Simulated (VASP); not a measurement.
Here is a VASP 6.6.1 calculation.

INCAR

```
SYSTEM = BN
PREC = Accurate
ENCUT = 520
EDIFF = 1E-7
ISMEAR = 0
SIGMA = 0.05
LREAL = .FALSE.
LASPH = .TRUE.
NELM = 80
ALGO = Normal
ISIF = 2
LWAVE = .FALSE.
LCHARG = .FALSE.
GGA = PS
NBANDS = 16
```

Contents of KPOINTS:

```
regular mesh
0
G
  12 12 4
  0 0 0
```

The input POSCAR:

```
BN
1.0
    2.5624415834      0.0000000000      0.0000000000
   -1.2812207917      2.2191395070      0.0000000000
    0.0000000000      0.0000000000      7.1989113466
B N
2 2
Direct
    0.3333333333      0.6666666667      0.2500000000
    0.6666666667      0.3333333333      0.7500000000
    0.3333333333      0.6666666667      0.7500000000
    0.6666666667      0.3333333333      0.2500000000
```

Potentials or basis: VASP PAW PBE potentials, release 64 (B, N).

Run with:

```sh
$ cat potpaw_PBE.64/B/POTCAR potpaw_PBE.64/N/POTCAR > POTCAR
$ mpirun -np 1 vasp_std > vasp.out
```

(1) Estimate the band gap on the k mesh.

(2) Predict the pressure.

Results:

(1) 4.18 eV, indirect (least direct gap 4.43 eV).

(2) -13.7 GPa.

Caveat: the PAW data sets were made with another functional, which shifts forces and pressure a little; this functional lacks dispersion, which binds the layers, so the pressure and a relaxed spacing across them are unreliable.
